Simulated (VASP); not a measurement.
BeGeSb2, 4 atoms in the cell. The structure is tetragonal, space group P-4m2 (No. 115). Conventional cell: a = 4.216 Å, b = 4.216 Å, c = 5.892 Å, α = 90.00°, β = 90.00°, γ = 90.00°. Be (site symmetry -4m2) has 4 Sb at 2.47 Å within 3.3 Å. Within 3.3 Å of Sb (site symmetry 2mm) lie 2 Be at 2.47 Å and 2 Ge at 2.68 Å. Within 3.5 Å of Ge (site symmetry -4m2) lie 4 Sb at 2.68 Å.  This cell differs from its parent crystal: volume changed by +3%.

```yaml
Program: VASP 6.6.1
Task: single point
Functional: r2SCAN
Potentials_or_basis: VASP PAW PBE potentials, release 64 (Be, Sb, Ge_d)
Cutoff: 520 eV
k_mesh: 6 × 6 × 4
Occupations: fermi-dirac, width 0.02 eV
Spin: no spin polarisation
Dipole_correction: no
Further_INCAR_settings: ALGO = Normal; EDIFF = 1e-07; NBANDS = 21
```

Potentials or basis: VASP PAW PBE potentials, release 64 (Be, Sb, Ge_d).

Run with:

```bash
$ cat potpaw_PBE.64/Be/POTCAR potpaw_PBE.64/Sb/POTCAR potpaw_PBE.64/Ge_d/POTCAR > POTCAR
$ cp INCAR.step1 INCAR
$ mpirun -np 1 vasp_std > vasp.out
$ cp INCAR.step2 INCAR
$ mpirun -np 1 vasp_std > vasp.out
```

Hardware: 1 thread of Intel(R) Xeon(R) Platinum 8488C (Sapphire Rapids) (shared host).

Problem. Estimate the wall time of this run.

Solution. It took 2.5 min on 1 thread of Intel(R) Xeon(R) Platinum 8488C (Sapphire Rapids), with other jobs on the host, peak memory 0.26 GiB. Counts: k points 30.
